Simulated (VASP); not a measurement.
Here is a VASP 6.6.1 calculation.

The input INCAR:

```
ALGO = Normal
EDIFF = 1E-8
ENCUT = 600
IBRION = 6
ISIF = 3
ISMEAR = 0
LASPH = True
LCHARG = False
LREAL = False
LWAVE = False
NBANDS = 28
NELM = 100
NFREE = 2
NSW = 1
POTIM = 0.015
PREC = Accurate
SIGMA = 0.01
```

KPOINTS

```
k-points
0
Gamma
  6 6 6
```

File POSCAR:

```
SrTiO3
1.0
    3.8542045962      0.0000000000      0.0000000000
    0.0000000000      3.8542045962      0.0000000000
    0.0000000000      0.0000000000      3.8542045962
Sr Ti O
1 1 3
Direct
    0.5000000000      0.5000000000      0.5000000000
    0.0000000000      0.0000000000      0.0000000000
    0.5000000000      0.0000000000      0.0000000000
    0.0000000000      0.5000000000      0.0000000000
    0.0000000000      0.0000000000      0.5000000000
```

Potentials or basis: VASP PAW LDA potentials, release 64 (Sr_sv, Ti_sv, O).

The run is started by

```sh
$ cat potpaw_LDA.64/Sr_sv/POTCAR potpaw_LDA.64/Ti_sv/POTCAR potpaw_LDA.64/O/POTCAR > POTCAR
$ mpirun -np 1 vasp_std > vasp.out
```

Estimate the elastic constants C11, C12, C44.

389, 110, 119 GPa.

Estimate the Voigt bulk modulus.

203 GPa.

Estimate the highest phonon frequency at Γ, LO-TO splitting left out.

566 cm⁻¹.

Phonon frequencies in cm⁻¹ (negative: imaginary):
```tsv
q point	frequencies
(0.000, 0.000, 0.000)	-2 -2 -2 65 65 65 175 175 175 224 224 224 566 566 566
```
